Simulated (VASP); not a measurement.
# BaTiO3 (P4/mmm) in VASP: a series of runs, part 2 of 3

VASP 6.6.1.

## Step 3: Single point, PBE (strain +0.0600 x Voigt [0, 0, 1, 0, 0, 0])

INCAR

```
PREC     = Accurate       # precision mode
ENCUT    = 520            # plane-wave cutoff, eV
EDIFF    = 1E-6           # SCF threshold, eV
ISMEAR   = 0              # smearing method
SIGMA    = 0.05           # smearing width, eV
LREAL    = F              # projectors in reciprocal space
LASPH    = T              # aspherical terms in the spheres
NELM     = 80             # most SCF steps
ALGO     = Normal         # electronic algorithm
ISIF     = 2              # what is computed and relaxed
LWAVE    = F              # write WAVECAR
LCHARG   = F              # write CHGCAR
GGA      = PE             # functional
NBANDS   = 28             # bands
```

KPOINTS

```
Automatic mesh
0
Gamma
  8 8 8
```

POSCAR

```
BaTiO3
1.0
    4.0192501416      0.0000000000      0.0000000000
    0.0000000000      4.0192501416      0.0000000000
    0.0000000000      0.0000000000      4.2604051501
Ba Ti O
1 1 3
Direct
    0.5000000000      0.5000000000      0.5000000000
    0.0000000000      0.0000000000      0.0000000000
    0.5000000000      0.0000000000      0.0000000000
    0.0000000000      0.5000000000      0.0000000000
    0.0000000000      0.0000000000      0.5000000000
```

Potentials or basis: VASP PAW PBE potentials, release 64 (Ba_sv, Ti_sv, O).

Launch:

```
> cat potpaw_PBE.64/Ba_sv/POTCAR potpaw_PBE.64/Ti_sv/POTCAR potpaw_PBE.64/O/POTCAR > POTCAR
> mpirun -np 1 vasp_std > vasp.out
```

OUTCAR:

```text
PREC = Accurate
   ENCUT = 520
   EDIFF = 1E-6
   ISMEAR = 0
   LREAL = F
   LASPH = T
   NELM = 80
   ISIF = 2
   GGA = PE

 ion  position               nearest neighbor table
   1  0.500  0.500  0.500-   5 2.84   5 2.84   5 2.84   5 2.84   4 2.93   3 2.93   4 2.93   3 2.93
                             4 2.93   3 2.93   4 2.93   3 2.93   2 3.55   2 3.55   2 3.55   2 3.55
   2  0.000  0.000  0.000-   3 2.01   4 2.01   4 2.01   3 2.01   5 2.13   5 2.13   1 3.55   1 3.55
                             1 3.55   1 3.55   1 3.55   1 3.55   1 3.55   1 3.55
   3  0.500  0.000  0.000-   2 2.01   2 2.01   1 2.93   1 2.93   1 2.93   1 2.93
   4  0.000  0.500  0.000-   2 2.01   2 2.01   1 2.93   1 2.93   1 2.93   1 2.93
   5  0.000  0.000  0.500-   2 2.13   2 2.13   1 2.84   1 2.84   1 2.84   1 2.84

  LATTYP: Found a simple tetragonal cell.
 ALAT       =     4.0192501416
 C/A-ratio  =     1.0600000000

  Lattice vectors:

 A1 = (   4.0192501416,   0.0000000000,   0.0000000000)
 A2 = (   0.0000000000,   4.0192501416,   0.0000000000)
 A3 = (   0.0000000000,   0.0000000000,   4.2604051501)

Analysis of symmetry for initial positions (statically):
=====================================================================
 Subroutine PRICEL returns:
 Original cell was already a primitive cell.

 Routine SETGRP: Setting up the symmetry group for a
 simple tetragonal supercell.

 Subroutine GETGRP returns: Found 16 space group operations
 (whereof 16 operations were pure point group operations)
 out of a pool of 16 trial point group operations.

The static configuration has the point symmetry D_4h.

Analysis of symmetry for dynamics (positions and initial velocities):
=====================================================================
 Subroutine PRICEL returns:
 Original cell was already a primitive cell.

 Routine SETGRP: Setting up the symmetry group for a
 simple tetragonal supercell.

 Subroutine GETGRP returns: Found 16 space group operations
 (whereof 16 operations were pure point group operations)
 out of a pool of 16 trial point group operations.

The dynamic configuration has the point symmetry D_4h.

 Subroutine INISYM returns: Found 16 space group operations
 (whereof 16 operations are pure point group operations),
 and found     1 'primitive' translations

----------------------------------------------------------------------------------------

                                     Primitive cell

  volume of cell :      68.8242

  direct lattice vectors                    reciprocal lattice vectors
     4.019250142  0.000000000  0.000000000     0.248802629  0.000000000  0.000000000
     0.000000000  4.019250142  0.000000000     0.000000000  0.248802629  0.000000000
     0.000000000  0.000000000  4.260405150     0.000000000  0.000000000  0.234719461

  length of vectors
     4.019250142  4.019250142  4.260405150     0.248802629  0.248802629  0.234719461

  position of ions in fractional coordinates (direct lattice)
     0.500000000  0.500000000  0.500000000
     0.000000000  0.000000000  0.000000000
     0.500000000  0.000000000  0.000000000
     0.000000000  0.500000000  0.000000000
     0.000000000  0.000000000  0.500000000

  ion indices of the primitive-cell ions
   primitive index   ion index
                 1           1
                 2           2
                 3           3
                 4           4
[... 32 lines left out ...]
  0.250000  0.000000  0.000000      4.000000
  0.375000  0.000000  0.000000      4.000000
  0.500000  0.000000  0.000000      2.000000
  0.125000  0.125000  0.000000      4.000000
[... 16 lines left out ...]
  0.375000  0.125000  0.125000     16.000000
  0.500000  0.125000  0.125000      8.000000
 [... further k-points ...]
   k-points           NKPTS =     75   k-points in BZ     NKDIM =     75   number of bands    NBANDS=     28
   number of dos      NEDOS =    301   number of ions     NIONS =      5
   total plane-waves  NPLWV =  28800
   dimension x,y,z NGX =    30 NGY =   30 NGZ =   32
   dimension x,y,z NGXF=    60 NGYF=   60 NGZF=   64
   ions per type =               1   1   3
   NGX,Y,Z   is equivalent  to a cutoff of  12.41, 12.41, 12.49 a.u.
   NGXF,Y,Z  is equivalent  to a cutoff of  24.82, 24.82, 24.97 a.u.
 SYSTEM =  unknown system
   PREC   = accura    normal or accurate (medium, high low for compatibility)
   ISTART =      0    job   : 0-new  1-cont  2-samecut
   ICHARG =      2    charge: 1-file 2-atom 10-const
   ISPIN  =      1    spin polarized calculation?
   LNONCOLLINEAR =      F non collinear calculations
   LSORBIT =      F    spin-orbit coupling
   LASPH  =      T    aspherical Exc in radial PAW
   ENCUT  =  520.0 eV  38.22 Ry    6.18 a.u.   7.47  7.47  7.92*2*pi/ulx,y,z
   NELM   =     80;   NELMIN=  2; NELMDL= -5     # of ELM steps
   EDIFF  = 0.1E-05   stopping-criterion for ELM
   LREAL  =      F    real-space projection
   EDIFFG = 0.1E-04   stopping-criterion for IOM
   NSW    =      0    number of steps for IOM
   IBRION =     -1    ionic relax: 0-MD 1-quasi-New 2-CG
   NFREE  =      0    steps in history (QN), initial steepest desc. (CG)
   ISIF   =      2    stress and relaxation
   ISYM   =      2    0-nonsym 1-usesym 2-fastsym
   POTIM  = 0.5000    time-step for ionic-motion
   TEBEG  =    0.0;   TEEND  =   0.0 temperature during run
   PSTRESS=    0.0 pullay stress
   NELECT =      40.0000    total number of electrons
   NUPDOWN=      -1.0000    fix difference up-down
   EMIN   =  10.00;   EMAX   =-10.00  energy-range for DOS
   EFERMI =   0.00;   METHOD = LEGACY
   ISMEAR =     0;   SIGMA  =   0.05  broadening in eV -4-tet -1-fermi 0-gaus
   EFERMI_NEDOS =   21; number of points for ismear=-14 and -15
   IALGO  =     38    algorithm
   IMIX   =      4    mixing-type and parameters
     AMIX     =   0.40;   BMIX     =  1.00
     AMIX_MAG =   1.60;   BMIX_MAG =  1.00
  volume/ion in A,a.u.               =      13.76        92.89
  Fermi-wavevector in a.u.,A,eV,Ry     =   1.366201  2.581745 25.395333  1.866504
  Thomas-Fermi vector in A             =   2.492362
   LORBIT       =      0    0 simple, 1 ext, 2 COOP (PROOUT), +10 PAW based schemes
   GGA     = PE    functional components
   LHFCALC =     F    Hartree Fock is set to
   AEXX    =    0.0000 exact exchange contribution
   IVDW    =     0    specifies the selected vdW correction
   LEPSILON=     F    determine dielectric tensor
   LRPA    =     F    only Hartree local field effects (RPA)
 non-spin polarized calculation
 Gauss-broadening in eV      SIGMA  =   0.05
  energy-cutoff  :      520.00
  volume of cell :       68.82
 maximum number of plane-waves:      1888
 NGX is ok and might be reduce to    30
   NGX = 15   NGY = 15   NGZ = 15

 number of electron      39.9999977 magnetization

 Free energy of the ion-electron system (eV)
  ---------------------------------------------------
  ext. energy  EPLUGINS =         0.00000000
  ---------------------------------------------------
  free energy    TOTEN  =       -39.85278537 eV

  energy without entropy =      -39.85278537  energy(sigma->0) =      -39.85278537

 E-fermi :   3.7779     XC(G=0): -10.8887

 val. band max:        3.3761215978   @ k =   0.5000   0.5000   0.5000
 cond. band min:       4.8836129957   @ k =   0.0000   0.0000   0.0000
 fundamental gap:      1.5074913979
 Fermi energy:         3.7779150395

 k-point     1 :       0.0000    0.0000    0.0000
  band No.  band energies     occupation
      1     -53.6091      2.00000
      2     -29.7942      2.00000
      3     -29.7874      2.00000
      4     -29.7874      2.00000
      5     -21.6924      2.00000
      6     -13.4933      2.00000
[... 733 lines left out ...]
     27      10.9308      0.00000
     28      11.6473      0.00000

 [... further k-points ...]

------------------------ aborting loop because EDIFF is reached ----------------------------------------

  FORCE on cell =-STRESS in cart. coord.  units (eV):
  Direction    XX          YY          ZZ          XY          YZ          ZX
  --------------------------------------------------------------------------------------
  -------------------------------------------------------------------------------------
  Total       -1.6336183     -1.6336183     -4.8425253      0.0000000     -0.0000000      0.0000000
  in kB      -38.0294636    -38.0294636   -112.7305185      0.0000000     -0.0000000      0.0000000
  external PRESSURE =     -62.9298152 kB  Pullay stress =       0.0000000 kB

 VOLUME and BASIS-vectors are now :
 -----------------------------------------------------------------------------
  energy-cutoff  :      520.00
  volume of cell :       68.82
      direct lattice vectors                 reciprocal lattice vectors
     4.019250142  0.000000000  0.000000000     0.248802629  0.000000000  0.000000000
     0.000000000  4.019250142  0.000000000     0.000000000  0.248802629  0.000000000
     0.000000000  0.000000000  4.260405150     0.000000000  0.000000000  0.234719461

 POSITION                                       TOTAL-FORCE (eV/Angst)
 -----------------------------------------------------------------------------------
      2.00963      2.00963      2.13020         0.000000      0.000000      0.000000
      0.00000      0.00000      0.00000         0.000000      0.000000      0.000000
      2.00963      0.00000      0.00000         0.000000      0.000000      0.000000
      0.00000      2.00963      0.00000         0.000000      0.000000      0.000000
      0.00000      0.00000      2.13020         0.000000      0.000000      0.000000
 -----------------------------------------------------------------------------------
    total drift:                               -0.000000     -0.000000      0.000000

  FREE ENERGIE OF THE ION-ELECTRON SYSTEM (eV)
  ---------------------------------------------------
  free  energy   TOTEN  =       -39.8527853677 eV

  energy  without entropy=      -39.8527853677  energy(sigma->0) =      -39.85278537
```

It took 2.7 min on 1 thread of AMD EPYC 7R43 (Zen 3), shared host; peak memory 0.24 GiB.

What came out:

| Quantity | Value |
| --- | --- |
| Free energy | -39.8528 eV |
| Pressure | -6.3 GPa |
| Band gap on the k mesh | 1.51 eV, indirect (least direct gap 1.76 eV) |

Caveat: the cell differs from its parent crystal (strain +0.0600 x Voigt [0, 0, 1, 0, 0, 0]); spin-orbit coupling is left out, which moves the levels of the heavy elements.

[end of part 2 of 3]
